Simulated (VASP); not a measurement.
Wanted: the native input for a VASP 6.6.1 run.

```
Task                   : relaxation of volume and atoms at fixed shape
Functional             : LDA
Potentials or basis    : VASP PAW LDA potentials, release 64 (Al, Pt)
Cutoff                 : 500 eV
k mesh                 : 7 × 7 × 7
Occupations            : fermi-dirac, width 0.05 eV
Spin                   : no spin polarisation
Dipole correction      : no
Further INCAR settings : ALGO = Normal; EDIFF = 1e-07; IBRION = 2; EDIFFG = -0.01; NSW = 80; ISIF = 8
```

The structure of Al2Pt lies in POSCAR:

```
Al2Pt
1.0
    0.0000000000      2.9550000000      2.9550000000
    2.9550000000      0.0000000000      2.9550000000
    2.9550000000      2.9550000000      0.0000000000
Al Pt
2 1
Direct
    0.2500000000      0.2500000000      0.2500000000
    0.7500000000      0.7500000000      0.7500000000
    0.0000000000      0.0000000000      0.0000000000
```

These files were run (other wordings do the same):

INCAR

```
SYSTEM = Al2Pt
  PREC = Accurate
  ENCUT = 500
  EDIFF = 1E-7
  ISMEAR = -1
  SIGMA = 0.05
  LREAL = .FALSE.
  LASPH = .TRUE.
  NELM = 120
  ALGO = Normal
  ISIF = 8
  LWAVE = .FALSE.
  LCHARG = .FALSE.
  GGA = CA
  IBRION = 2
  NSW = 80
  EDIFFG = -0.01
  GGA_COMPAT = .FALSE.
  NELMIN = 4
```

KPOINTS

```
Automatic mesh
0
G
  7 7 7
  0 0 0
```

Potentials or basis: VASP PAW LDA potentials, release 64 (Al, Pt).

Run with:

```console
$ cat potpaw_LDA.64/Al/POTCAR potpaw_LDA.64/Pt/POTCAR > POTCAR
$ mpirun -np 1 vasp_std > vasp.out
```

It gave:

* Relaxed volume: 16.76 Å³/atom
* Relaxed cell: a = 4.143 Å, b = 4.143 Å, c = 4.143 Å, α = 60.00°, β = 60.00°, γ = 60.00°
* Space group after relaxing (to 0.05 Å): Fm-3m (No. 225)
* Energy gained by relaxing: 5.1 meV/atom
* Ionic steps: 3
* Pressure after relaxing: 0.0 GPa
* Band gap on the k mesh: zero (band 8 reaches 11.87 eV, above the bottom of band 9 at 6.62 eV)

Caveat: spin-orbit coupling is left out, which moves the levels of the heavy elements.

Run time: 26 s on 1 thread of Intel(R) Xeon(R) Platinum 8488C (Sapphire Rapids), with other jobs on the host, peak memory 0.16 GiB.
